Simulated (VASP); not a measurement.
# WS2 (R3m) in VASP: notebook

The runs below take WS2 through single point, with PBE+U.

Program: VASP 6.6.1. These are calculated values, not measurements. Logs are shortened: lines on timing, memory, paths and dates and some standing lists are left out, and cuts for length are marked.

### Step 1. The cell of the first run

It takes space group R3m (No. 160, trigonal). Conventional cell: a = 3.158 Å, b = 3.158 Å, c = 18.490 Å, α = 90.00°, β = 90.00°, γ = 120.00°. W (site symmetry 3m) has 6 S at 2.39 to 2.42 Å and 6 W at 3.16 Å within 3.2 Å. Within 3.2 Å of S (site symmetry 3m) lie 3 W at 2.39 Å and 7 S at 3.13 to 3.16 Å. S (site symmetry 3m) has 3 W at 2.42 Å and 7 S at 3.13 to 3.16 Å within 3.2 Å.

### Step 2. Single point, PBE+U, collinear spin

Input file INCAR:

```
ALGO = Normal ; EDIFF = 1E-7
ENCUT = 520 ; GGA = PE
ISIF = 2 ; ISMEAR = 0
ISPIN = 2 ; LASPH = T
LCHARG = T ; LDAU = T
LDAUJ = 0 0 ; LDAUL = 2 -1
LDAUPRINT = 1 ; LDAUTYPE = 2
LDAUU = 4 0 ; LELF = T
LMAXMIX = 4 ; LORBIT = 11
LREAL = F ; LVHAR = T
LWAVE = F ; MAGMOM = 2 0 0
NBANDS = 24 ; NELM = 150
PREC = Accurate ; SIGMA = 0.05
```

Input file KPOINTS:

```
k-points
0
Gamma
  7 7 7
```

Input file POSCAR:

```
WS2
1.0
    1.5790001700      0.9116361700      6.1633291500
   -1.5790001700      0.9116361700      6.1633291500
    0.0000000000     -1.8232723400      6.1633291500
W S
1 2
Direct
    0.0000000000      0.0000000000      0.0000000000
    0.7503000000      0.7503000000      0.7503000000
    0.5810000000      0.5810000000      0.5810000000
```

Potentials or basis: VASP PAW PBE potentials, release 64 (W_sv, S).

Run with:

```bash
$ cat potpaw_PBE.64/W_sv/POTCAR potpaw_PBE.64/S/POTCAR > POTCAR
$ mpirun -np 1 vasp_std > vasp.out
```

OUTCAR:

```text
EDIFF = 1E-7
   ENCUT = 520
   GGA = PE
   ISIF = 2
   ISMEAR = 0
   ISPIN = 2
   LASPH = T
   LORBIT = 11
   LREAL = F
   NELM = 150
   PREC = Accurate

 ion  position               nearest neighbor table
   1  0.000  0.000  0.000-   2 2.39   2 2.39   2 2.39   3 2.42   3 2.42   3 2.42
   2  0.750  0.750  0.750-   1 2.39   1 2.39   1 2.39
   3  0.581  0.581  0.581-   1 2.42   1 2.42   1 2.42

  LATTYP: Found a trigonal (rhomboedric) cell.
 ALAT       =     6.4273593532
 COS(alpha) =     0.8792939097

  Lattice vectors:

 A1 = (   1.5790001700,   0.9116361700,   6.1633291500)
 A2 = (  -1.5790001700,   0.9116361700,   6.1633291500)
 A3 = (   0.0000000000,  -1.8232723400,   6.1633291500)

Analysis of symmetry for initial positions (statically):
=====================================================================
 Subroutine PRICEL returns:
 Original cell was already a primitive cell.

 Routine SETGRP: Setting up the symmetry group for a
 trigonal (rhombohedral) supercell.

 Subroutine GETGRP returns: Found  6 space group operations
 (whereof  6 operations were pure point group operations)
 out of a pool of 12 trial point group operations.

The static configuration has the point symmetry C_3v.

Analysis of symmetry for dynamics (positions and initial velocities):
=====================================================================
 Subroutine PRICEL returns:
 Original cell was already a primitive cell.

 Routine SETGRP: Setting up the symmetry group for a
 trigonal (rhombohedral) supercell.

 Subroutine GETGRP returns: Found  6 space group operations
 (whereof  6 operations were pure point group operations)
 out of a pool of 12 trial point group operations.

The dynamic configuration has the point symmetry C_3v.

Analysis of structural, dynamic, and magnetic symmetry:
=====================================================================
 Subroutine PRICEL returns:
 Original cell was already a primitive cell.

 Routine SETGRP: Setting up the symmetry group for a
 trigonal (rhombohedral) supercell.

 Subroutine GETGRP returns: Found  6 space group operations
 (whereof  6 operations were pure point group operations)
 out of a pool of 12 trial point group operations.

The overall configuration has the point symmetry C_3v.

 Subroutine INISYM returns: Found  6 space group operations
 (whereof  6 operations are pure point group operations),
 and found     1 'primitive' translations

----------------------------------------------------------------------------------------

                                     Primitive cell

  volume of cell :      53.2317

  direct lattice vectors                    reciprocal lattice vectors
     1.579000170  0.911636170  6.163329150     0.316656077  0.182821472  0.054083325
    -1.579000170  0.911636170  6.163329150    -0.316656077  0.182821472  0.054083325
     0.000000000 -1.823272340  6.163329150     0.000000000 -0.365642944  0.054083325

  length of vectors
     6.427359353  6.427359353  6.427359352     0.369621114  0.369621114  0.369621115

  position of ions in fractional coordinates (direct lattice)
     0.000000000  0.000000000  0.000000000
     0.750300000  0.750300000  0.750300000
     0.581000000  0.581000000  0.581000000

  ion indices of the primitive-cell ions
   primitive index   ion index
                 1           1
                 2           2
                 3           3

----------------------------------------------------------------------------------------

[... 73 lines left out ...]
   IBRION =     -1    ionic relax: 0-MD 1-quasi-New 2-CG
   NFREE  =      0    steps in history (QN), initial steepest desc. (CG)
   ISIF   =      2    stress and relaxation
   ISYM   =      2    0-nonsym 1-usesym 2-fastsym
   POTIM  = 0.5000    time-step for ionic-motion
   TEBEG  =    0.0;   TEEND  =   0.0 temperature during run
   PSTRESS=    0.0 pullay stress
   NELECT =      26.0000    total number of electrons
   NUPDOWN=      -1.0000    fix difference up-down
   EMIN   =  10.00;   EMAX   =-10.00  energy-range for DOS
   EFERMI =   0.00;   METHOD = LEGACY
   ISMEAR =     0;   SIGMA  =   0.05  broadening in eV -4-tet -1-fermi 0-gaus
   EFERMI_NEDOS =   21; number of points for ismear=-14 and -15
   IALGO  =     38    algorithm
   IMIX   =      4    mixing-type and parameters
     AMIX     =   0.40;   BMIX     =  1.00
     AMIX_MAG =   1.60;   BMIX_MAG =  1.00
  volume/ion in A,a.u.               =      17.74       119.74
  Fermi-wavevector in a.u.,A,eV,Ry     =   1.289266  2.436359 22.615694  1.662207
  Thomas-Fermi vector in A             =   2.421169
   LORBIT       =     11    0 simple, 1 ext, 2 COOP (PROOUT), +10 PAW based schemes
 LDA+U is selected, type is set to LDAUTYPE =  2
   angular momentum for each species LDAUL =     2   -1
   U (eV)           for each species LDAUU =   4.0  0.0
   J (eV)           for each species LDAUJ =   0.0  0.0
   GGA     = PE    functional components
   LHFCALC =     F    Hartree Fock is set to
   AEXX    =    0.0000 exact exchange contribution
   IVDW    =     0    specifies the selected vdW correction
   LEPSILON=     F    determine dielectric tensor
   LRPA    =     F    only Hartree local field effects (RPA)
 spin polarized calculation
 Gauss-broadening in eV      SIGMA  =   0.05
  energy-cutoff  :      520.00
  volume of cell :       53.23
 maximum number of plane-waves:      1442
   NGX = 23   NGY = 23   NGZ = 23

 number of electron      26.0000001 magnetization       0.0000673

atom =   1  type =  1  l = 2

 onsite density matrix

spin component  1

  0.3331  0.0000  0.0000  0.0024  0.0000
  0.0000  0.3194 -0.0000  0.0000  0.0024
  0.0000 -0.0000  0.3618 -0.0000 -0.0000
  0.0024  0.0000 -0.0000  0.3194  0.0000
  0.0000  0.0024 -0.0000  0.0000  0.3331

spin component  2

  0.3331  0.0000  0.0000  0.0024  0.0000
  0.0000  0.3194 -0.0000  0.0000  0.0024
  0.0000 -0.0000  0.3618 -0.0000 -0.0000
  0.0024  0.0000 -0.0000  0.3194  0.0000
  0.0000  0.0024 -0.0000  0.0000  0.3331

 occupancies and eigenvectors

  o =  0.3190  v =  0.0000 -0.9859  0.0000 -0.0000  0.1672  0.0000  0.0000  0.0000  0.0000  0.0000      0.0000  0.0000  0.0000  0.0000  0.0000  0.0000  0.0000  0.0000  0.0000  0.0000
  o =  0.3190  v =  0.1672  0.0000 -0.0000 -0.9859 -0.0000  0.0000  0.0000  0.0000  0.0000  0.0000      0.0000  0.0000  0.0000  0.0000  0.0000  0.0000  0.0000  0.0000  0.0000  0.0000
  o =  0.3190  v =  0.0000  0.0000  0.0000  0.0000  0.0000  0.0000 -0.9859  0.0000 -0.0000  0.1672      0.0000  0.0000  0.0000  0.0000  0.0000  0.0000  0.0000  0.0000  0.0000  0.0000
  o =  0.3190  v =  0.0000  0.0000  0.0000  0.0000  0.0000  0.1672  0.0000 -0.0000 -0.9859 -0.0000      0.0000  0.0000  0.0000  0.0000  0.0000  0.0000  0.0000  0.0000  0.0000  0.0000
  o =  0.3335  v =  0.0000 -0.1672 -0.0000  0.0000 -0.9859  0.0000  0.0000  0.0000  0.0000  0.0000      0.0000  0.0000  0.0000  0.0000  0.0000  0.0000  0.0000  0.0000  0.0000  0.0000
  o =  0.3335  v = -0.9859 -0.0000 -0.0000 -0.1672 -0.0000  0.0000  0.0000  0.0000  0.0000  0.0000      0.0000  0.0000  0.0000  0.0000  0.0000  0.0000  0.0000  0.0000  0.0000  0.0000
  o =  0.3335  v =  0.0000  0.0000  0.0000  0.0000  0.0000  0.0000 -0.1672 -0.0000  0.0000 -0.9859      0.0000  0.0000  0.0000  0.0000  0.0000  0.0000  0.0000  0.0000  0.0000  0.0000
  o =  0.3335  v =  0.0000  0.0000  0.0000  0.0000  0.0000  0.9859  0.0000  0.0000  0.1672  0.0000      0.0000  0.0000  0.0000  0.0000  0.0000  0.0000  0.0000  0.0000  0.0000  0.0000
  o =  0.3618  v =  0.0000 -0.0000  1.0000  0.0000 -0.0000  0.0000  0.0000  0.0000  0.0000  0.0000      0.0000  0.0000  0.0000  0.0000  0.0000  0.0000  0.0000  0.0000  0.0000  0.0000
  o =  0.3618  v =  0.0000  0.0000  0.0000  0.0000  0.0000 -0.0000  0.0000 -1.0000  0.0000  0.0000      0.0000  0.0000  0.0000  0.0000  0.0000  0.0000  0.0000  0.0000  0.0000  0.0000

 number of electron      26.0000001 magnetization      -0.0000167

 Free energy of the ion-electron system (eV)
  ---------------------------------------------------
  ext. energy  EPLUGINS =         0.00000000
  ---------------------------------------------------
  free energy    TOTEN  =       -19.12832748 eV

  energy without entropy =      -19.12832748  energy(sigma->0) =      -19.12832748

 E-fermi :   8.0986     XC(G=0): -10.9494

 val. band max:        7.6177937832   @ k =   0.4286   0.4286   0.4286
 cond. band min:       8.7755105580   @ k =  -0.1429   0.1429   0.0000
 fundamental gap:      1.1577167748
 Fermi energy:         8.0985958524

 spin component 1

 k-point     1 :       0.0000    0.0000    0.0000
  band No.  band energies     occupation
      1     -67.6084      1.00000
      2     -31.8203      1.00000
      3     -31.6673      1.00000
      4     -31.6673      1.00000
      5      -8.1384      1.00000
      6      -6.1123      1.00000
[... 1289 lines left out ...]
     23      18.7265      0.00000
     24      19.5462      0.00000

 [... further k-points ...]

------------------------ aborting loop because EDIFF is reached ----------------------------------------

  FORCE on cell =-STRESS in cart. coord.  units (eV):
  Direction    XX          YY          ZZ          XY          YZ          ZX
  --------------------------------------------------------------------------------------
  -------------------------------------------------------------------------------------
  Total        2.5536914      2.5536913      2.8358309      0.0000000      0.0000000      0.0000000
  in kB       76.8614638     76.8614633     85.3533509      0.0000000      0.0000000      0.0000000
  external PRESSURE =      79.6920927 kB  Pullay stress =       0.0000000 kB

 VOLUME and BASIS-vectors are now :
 -----------------------------------------------------------------------------
  energy-cutoff  :      520.00
  volume of cell :       53.23
      direct lattice vectors                 reciprocal lattice vectors
     1.579000170  0.911636170  6.163329150     0.316656077  0.182821472  0.054083325
    -1.579000170  0.911636170  6.163329150    -0.316656077  0.182821472  0.054083325
     0.000000000 -1.823272340  6.163329150     0.000000000 -0.365642944  0.054083325

 POSITION                                       TOTAL-FORCE (eV/Angst)
 -----------------------------------------------------------------------------------
      0.00000      0.00000      0.00000         0.000000     -0.000000     -0.634548
      0.00000      0.00000     13.87304         0.000000      0.000000      0.901136
      0.00000      0.00000     10.74268         0.000000      0.000000     -0.266588
 -----------------------------------------------------------------------------------
    total drift:                               -0.000000      0.000000      0.000007

  FREE ENERGIE OF THE ION-ELECTRON SYSTEM (eV)
  ---------------------------------------------------
  free  energy   TOTEN  =       -19.1283274772 eV

  energy  without entropy=      -19.1283274772  energy(sigma->0) =      -19.12832748

 total charge

# of ion       s       p       d       tot
------------------------------------------
    1        2.334   6.347   3.280  11.961
    2        1.359   2.393   0.000   3.752
    3        1.361   2.376   0.000   3.737
--------------------------------------------------
tot          5.053  11.117   3.280  19.450

 magnetization (x)

# of ion       s       p       d       tot
------------------------------------------
    1       -0.000  -0.000  -0.000  -0.000
    2        0.000   0.000   0.000   0.000
    3        0.000   0.000   0.000   0.000
--------------------------------------------------
tot         -0.000   0.000  -0.000  -0.000
```

Run time: 2.4 min. Hardware: 1 thread of Intel Xeon 6975P-C (Granite Rapids), shared host; peak memory 0.44 GiB.

Results:

- Free energy: -19.1283 eV
- Pressure: 8.0 GPa
- Largest force: 0.901 eV/Å
- Band gap on the k mesh: 1.16 eV (least direct gap 2.35 eV)
- Net moment: 0.00 μB per cell
- Valence electrons inside the program's atomic spheres: W 11.96; S 3.75, 3.74

Forces on the atoms (eV/Å):
```
W    0.000  0.000 -0.635
S    0.000  0.000  0.901
S    0.000  0.000 -0.267
```

Eigenvalues of the final occupation matrices:
```csv
site,spin,trace,eigenvalues
site 1 d,1,1.67,0.32 0.32 0.33 0.33 0.36
site 1 d,2,1.67,0.32 0.32 0.33 0.33 0.36
```

Caveat: the cell stands under pressure; spin-orbit coupling is left out, which moves the levels of the heavy elements; an odd mesh through Γ misses points on the zone boundary, where band edges can lie.

### Step 3. Single point, PBE+U, collinear spin, zero start

Input file INCAR:

```
ALGO = Normal
EDIFF = 1E-6
ENCUT = 520
GGA = PE
ISIF = 2
ISMEAR = 0
ISPIN = 2
LASPH = True
LCHARG = False
LDAU = True
LDAUJ = 0 0
LDAUL = 2 -1
LDAUPRINT = 1
LDAUTYPE = 2
LDAUU = 4 0
LMAXMIX = 4
LORBIT = 11
LREAL = False
LWAVE = False
MAGMOM = 0 0 0
NBANDS = 24
NELM = 150
NUPDOWN = 0.0
PREC = Accurate
SIGMA = 0.05
```

KPOINTS is that of step 2.

POSCAR is that of step 2.

Potentials or basis: VASP PAW PBE potentials, release 64 (W_sv, S).

Run with:

```bash
$ cat potpaw_PBE.64/W_sv/POTCAR potpaw_PBE.64/S/POTCAR > POTCAR
$ mpirun -np 1 vasp_std > vasp.out
```

Wall time 2.1 min (1 thread of Intel Xeon 6975P-C (Granite Rapids), shared host); peak memory 0.43 GiB.

The run converged. Its results:

| Quantity | Value |
| --- | --- |
| Free energy | -19.1283 eV |
| Pressure | 8.0 GPa |
| Largest force | 0.901 eV/Å |
| Net moment | 0.00 μB per cell |
| Valence electrons inside the program's atomic spheres | W 11.96; S 3.75, 3.74 |

Forces in eV/Å, atoms in the order of the input:
```
W    0.000  0.000 -0.634
S    0.000  0.000  0.901
S    0.000  0.000 -0.266
```

Stress tensor (GPa, compression positive):
```
7.69 0.00 0.00
0.00 7.69 0.00
0.00 0.00 8.55
```

Eigenvalues of the final occupation matrices:
```tsv
site	spin	trace	eigenvalues
site 1 d	1	1.67	0.32 0.32 0.33 0.33 0.36
site 1 d	2	1.67	0.32 0.32 0.33 0.33 0.36
```

Caveat: the cell stands under pressure; spin-orbit coupling is left out, which moves the levels of the heavy elements; the total moment is fixed, so each spin has its own Fermi level.

### Step 4. Single point, PBE+U, collinear spin, zero start

Input file INCAR:

```
SYSTEM = WS2
ALGO = Normal
EDIFF = 1E-7
ENCUT = 520
GGA = PE
ISIF = 2
ISMEAR = 0
ISPIN = 2
LASPH = .True.
LCHARG = .False.
LDAU = .True.
LDAUJ = 0 0
LDAUL = 2 -1
LDAUPRINT = 1
LDAUTYPE = 2
LDAUU = 4 0
LMAXMIX = 4
LORBIT = 11
LREAL = .False.
LWAVE = .False.
MAGMOM = 0 0 0
NBANDS = 24
NELM = 150
PREC = Accurate
SIGMA = 0.05
```

Input file KPOINTS:

```
k-points
0
Gamma
  7 7 7
  0 0 0
```

POSCAR is that of step 3.

Run with:

```bash
$ cat potpaw_PBE.64/W_sv/POTCAR potpaw_PBE.64/S/POTCAR > POTCAR
$ mpirun -np 1 vasp_std > vasp.out
```

Wall time 2.2 min (1 thread of Intel Xeon 6975P-C (Granite Rapids), shared host); peak memory 0.43 GiB.

Results (log left out):

```
Free energy                                           : -19.1283 eV
Pressure                                              : 8.0 GPa
Largest force                                         : 0.901 eV/Å
Band gap on the k mesh                                : 1.16 eV (least direct gap 2.35 eV)
Net moment                                            : 0.00 μB per cell
Valence electrons inside the program's atomic spheres : W 11.96; S 3.75, 3.74
```

Forces in eV/Å, atoms in the order of the input:
```
W    0.000  0.000 -0.635
S    0.000  0.000  0.901
S    0.000  0.000 -0.267
```

Stress tensor (GPa, compression positive):
```
7.69 0.00 0.00
0.00 7.69 0.00
0.00 0.00 8.53
```

Levels at points of the mesh, in eV from the valence-band top:
Spin up:
| k point | band 10 | band 11 | band 12 | band 13 | band 14 | band 15 | band 16 | band 17 |
| --- | --- | --- | --- | --- | --- | --- | --- | --- |
| (0.00, 0.00, 0.00) | -2.21 | -2.21 | -1.64 | -1.17 | 2.26 | 2.26 | 2.56 | 2.56 |
Spin down:
| k point | band 11 | band 12 | band 13 | band 14 | band 15 | band 16 |
| --- | --- | --- | --- | --- | --- | --- |
| (0.00, 0.00, 0.00) | -2.21 | -1.64 | -1.17 | 2.26 | 2.26 | 2.56 |

Eigenvalues of the final occupation matrices:
```csv
site,spin,trace,eigenvalues
site 1 d,1,1.67,0.32 0.32 0.33 0.33 0.36
site 1 d,2,1.67,0.32 0.32 0.33 0.33 0.36
```

Caveat: the cell stands under pressure; spin-orbit coupling is left out, which moves the levels of the heavy elements; an odd mesh through Γ misses points on the zone boundary, where band edges can lie.

(Continued in part 2 of 2.)
